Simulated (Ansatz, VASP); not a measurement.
# Two plane-wave programs on Al3B2As

```
Al B As
1.0
     4.80259    0.00000    0.00000
    -2.40129    4.15916    0.00000
     0.00000    0.00000    7.62316
Al B As
3 2 1
Cartesian
  0.0000 2.7728 3.8116
  2.4013 1.3864 3.8116
  0.0000 0.0000 0.0000
  0.0000 0.0000 5.6749
  0.0000 0.0000 1.9482
  0.0000 0.0000 3.8116
```

Alike in both runs: functional PBE; k mesh 6 × 6 × 2; occupations gaussian, width 0.1 eV; no spin polarisation.

Ansatz relaxed the structure, and its values are those at the end. VASP's run is a single point on that final structure, the one shown.

|  | VASP | Ansatz |
| --- | --- | --- |
| version | VASP 6.6.1 | Ansatz 0.2.0 |
| potentials or method | VASP PAW PBE potentials, release 64 (Al, B, As_d), cutoff 560 eV | scalar-relativistic, plane waves, PAW |
| valence electrons in the cell | 30 | 30 |

|  | VASP | Ansatz | Ansatz less VASP |
| --- | --- | --- | --- |
| gap on the k mesh at the Fermi level (eV) | none | none | - |
| pressure (GPa) | 0.0 | 0.0 | +0.06 |
| rms of the force components (eV/Å) | 0.019 | 0.009 | -0.0094 |

A gap of «none» marks a metal or a gap that the smearing closes. The functional is the same, so the differences come from potentials, cutoffs and numerics.

The k mesh is coarse, so the values compare programs but aren't converged.
